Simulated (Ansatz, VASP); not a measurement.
**One calculation of Ga3SbAs2, two programs**

```xyz
6
Lattice="4.1811 0.0000 0.0000 -2.0905 3.6209 0.0000 0.0000 0.0000 10.2378" Properties=species:S:1:pos:R:3 pbc="T T T"
Ga    0.0000    0.0000    0.1355
Ga    0.0000    2.4139    6.6778
Ga    2.0905    1.2070    3.4161
Sb    0.0000    0.0000    7.6848
As    0.0000    2.4139    4.2002
As    2.0905    1.2070    0.9207
```

Alike in both runs: functional PBE; k mesh 6 × 6 × 2; occupations gaussian, width 0.1 eV; no spin polarisation.

Ansatz relaxed the structure, and its values are those at the end. VASP's run is a single point on that final structure, the one shown.

|  | VASP | Ansatz |
| --- | --- | --- |
| version | VASP 6.6.1 | Ansatz 0.2.0 |
| potentials or method | VASP PAW PBE potentials, release 64 (Ga_d, Sb, As), cutoff 520 eV | scalar-relativistic, plane waves, PAW |
| valence electrons in the cell | 54 | 84 |

```csv
,VASP,Ansatz,Ansatz less VASP
gap on the k mesh at the Fermi level (eV),none,none,-
pressure (GPa),0.1,0.0,-0.13
rms of the force components (eV/Å),0.007,0.006,-0.0010
```

A gap of «none» marks a metal or a gap that the smearing closes. With one functional, cell and mesh, what is left measures potentials, basis and numerics. VASP's potentials hold 54 valence electrons a cell and Ansatz's 84, so a difference there can come from the potentials and not from the codes.

Spin-orbit coupling is off throughout.
